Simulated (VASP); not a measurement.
Wanted: the native input for a VASP 6.6.1 run.

| Property | Result |
| --- | --- |
| Task | relaxation of cell and atoms |
| Functional | PBE |
| Potentials or basis | VASP PAW PBE potentials, release 64 (Li_sv, Se) |
| Cutoff | 600 eV |
| k mesh | 18 × 18 × 14 |
| Occupations | gaussian, width 0.1 eV |
| Spin | no spin polarisation |
| Dipole correction | no |
| Further INCAR settings | ALGO = Normal; EDIFF = 1e-07; IBRION = 2; EDIFFG = -0.01; NSW = 100; ISIF = 3 |

The structure of LiSe lies in POSCAR:

```
LiSe
1.0
    3.0593618369      0.0000000000      0.0000000000
    0.0000000000      3.0593618369      0.0000000000
    0.0000000000      0.0000000000      3.8095920717
Li Se
1 1
Direct
    0.5000000000      0.5000000000      0.0000000000
    0.0000000000      0.0000000000      0.5000000000
```

These files were run (other wordings do the same):

INCAR

```
SYSTEM = LiSe
PREC = Accurate
ENCUT = 600
EDIFF = 1E-7
ISMEAR = 0
SIGMA = 0.1
LREAL = .False.
LASPH = .True.
NELM = 100
ALGO = Normal
ISIF = 3
LWAVE = .False.
LCHARG = .False.
GGA = PE
IBRION = 2
NSW = 100
EDIFFG = -0.01
```

KPOINTS

```
regular mesh
0
Gamma
  18 18 14
  0 0 0
```

Potentials or basis: VASP PAW PBE potentials, release 64 (Li_sv, Se).

The run is started by

```console
$ cat potpaw_PBE.64/Li_sv/POTCAR potpaw_PBE.64/Se/POTCAR > POTCAR
$ mpirun -np 1 vasp_std > vasp.out
```

Results of the run:

```
Relaxed volume                         : 17.77 Å³/atom
Relaxed cell                           : a = 3.064 Å, b = 3.064 Å, c = 3.784 Å, α = 90.00°, β = 90.00°, γ = 90.00°
Space group after relaxing (to 0.05 Å) : P4/mmm (No. 123)
Energy gained by relaxing              : 0.2 meV/atom
Ionic steps                            : 3
Pressure after relaxing                : 0.0 GPa
```

Caveat: the cutoff is under 1.25 times the usual one of these potentials, so pressure, stress and relaxed cells hold a basis-set (Pulay) error.

Wall time 110 s on 1 thread of AMD EPYC 9R14 (Zen 4), with other jobs on the host, peak memory 0.26 GiB.
